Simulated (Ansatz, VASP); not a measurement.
## Two plane-wave programs on ScIn3As2

```xyz
6
Lattice="5.7704 0.0000 0.0000 -2.8852 4.9973 0.0000 0.0000 0.0000 5.1539" Properties=species:S:1:pos:R:3 pbc="T T T"
Sc    0.0000    0.0000    0.0000
In    2.8852    0.0000    2.5769
In   -1.4426    2.4987    2.5769
In    1.4426    2.4987    2.5769
As    0.0000    3.3315    0.0000
As    2.8852    1.6658    0.0000
```

Change from the starting cell: species swapped into the LaAl2Pt3 type (P6/mmm, No. 191).

Alike in both runs: functional PBE; k mesh 12 × 12 × 8; occupations gaussian, width 0.1 eV; no spin polarisation.

Ansatz relaxed the structure, and its values are those at the end. VASP's run is a single point on that final structure, the one shown.

|  | VASP | Ansatz |
| --- | --- | --- |
| version | VASP 6.6.1 | Ansatz 0.2.0 |
| potentials or method | VASP PAW PBE potentials, release 64 (Sc_sv, In_d, As), cutoff 520 eV | scalar-relativistic, plane waves, PAW |
| valence electrons in the cell | 60 | 80 |

```tsv
	VASP	Ansatz	Ansatz less VASP
gap on the k mesh at the Fermi level (eV)	none	none	-
pressure (GPa)	0.0	0.0	-0.02
```

A gap of «none» marks a metal or a gap that the smearing closes. VASP's potentials hold 60 valence electrons a cell and Ansatz's 80, so a difference there can come from the potentials and not from the codes.
